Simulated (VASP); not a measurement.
The system is Ti.

```
Ti
1.0
    -1.64100    1.64100    1.64100
     1.64100   -1.64100    1.64100
     1.64100    1.64100   -1.64100
Ti
1
Direct
  0.00000 0.00000 0.00000
```

Base run:

| Item | Value |
| --- | --- |
| Program | VASP 6.6.1 |
| Functional | r2SCAN |
| Potentials or basis | VASP PAW PBE potentials, release 64 (Ti_sv) |
| Cutoff | 520 eV |
| k mesh | 10 × 10 × 10 |
| Occupations | gaussian, width 0.15 eV |
| Spin | no spin polarisation |

Its results: band gap on the k mesh zero (band 6 reaches 9.06 eV, above the bottom of band 7 at 7.27 eV); pressure -2.5 GPa.

The run is repeated on the same cell with these changes: k mesh from 10 × 10 × 10 to 3 × 3 × 3. What comes out?

Band gap on the k mesh zero (band 6 reaches 9.08 eV, above the bottom of band 7 at 7.33 eV); pressure -3.3 GPa.

Caveats: some runs use coarse meshes; the PAW data sets were made with another functional, which shifts forces and pressure a little.
